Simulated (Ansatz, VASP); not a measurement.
**Zn2SnN3 in VASP and in Ansatz**

```xyz
6
Lattice="3.6138 2.0864 3.5654 -3.6138 2.0864 3.5654 0.0000 -4.1728 3.5654" Properties=species:S:1:pos:R:3 pbc="T T T"
Zn    0.0000    0.0000    3.6071
Zn    0.0000    0.0000    7.0893
Sn    0.0000    0.0000    0.0000
N     0.0000    0.0000    8.8501
N     0.0000    0.0000    1.8463
N     0.0000    0.0000    5.3482
```

Alike in both runs: functional PBE; k mesh 6 × 6 × 6; occupations gaussian, width 0.1 eV; no spin polarisation.

Ansatz relaxed the structure, and its values are those at the end. VASP's run is a single point on that final structure, the one shown.

|  | VASP | Ansatz |
| --- | --- | --- |
| version | VASP 6.6.1 | Ansatz 0.2.0 |
| potentials or method | VASP PAW PBE potentials, release 64 (Zn, Sn_d, N_h), cutoff 910 eV | scalar-relativistic, plane waves, PAW |
| valence electrons in the cell | 53 | 53 |

```tsv
	VASP	Ansatz	Ansatz less VASP
gap on the k mesh at the Fermi level (eV)	none	none	-
rms of the force components (eV/Å)	0.096	0.000	-0.0954
```

A gap of «none» marks a metal or a gap that the smearing closes.

Noted on VASP's run: the cutoff is short for stress, so the pressure is rough.
